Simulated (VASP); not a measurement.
# BP: single point with HSE06

Crystal: BP.

```
B P
1.0
     0.00000    2.23961    2.23961
     2.23961    0.00000    2.23961
     2.23961    2.23961    0.00000
B P
1 1
Direct
  0.00000 0.00000 0.00000
  0.25000 0.25000 0.25000
```

| Quantity | Value |
| --- | --- |
| Program | VASP 6.6.1 |
| Task | single point |
| Functional | HSE06 |
| Potentials or basis | VASP PAW PBE potentials, release 64 (B, P) |
| Cutoff | 520 eV |
| k mesh | 6 × 6 × 6 |
| Occupations | gaussian, width 0.02 eV |
| Spin | no spin polarisation |

| Property | Result |
| --- | --- |
| Pressure | 5.0 GPa |
| Band gap on the k mesh | 1.98 eV (least direct gap 4.40 eV) |

Levels at points of the mesh, in eV from the valence-band top:
```
           k point  band 1  band 2  band 3  band 4  band 5  band 6  band 7  band 8  band 9
(0.00, 0.00, 0.00)  -17.47    0.00    0.00    0.00    4.40    4.40    4.40    9.32   12.89
(0.50, 0.00, 0.00)  -13.65  -10.30   -1.99   -1.99    4.99    5.75    5.75   11.50   16.48
(0.50, 0.50, 0.00)  -11.86   -9.79   -4.68   -4.68    1.98    2.37   14.22   14.22   17.47
```

Wall time 8 min on 1 thread of AMD EPYC 7R43 64-Core Processor (Zen 3), with other jobs on the host, peak memory 0.2 GiB.

Caveat: the cell stands under pressure; the PAW data sets were made with another functional, which shifts forces and pressure a little. A k mesh can miss the band edges.
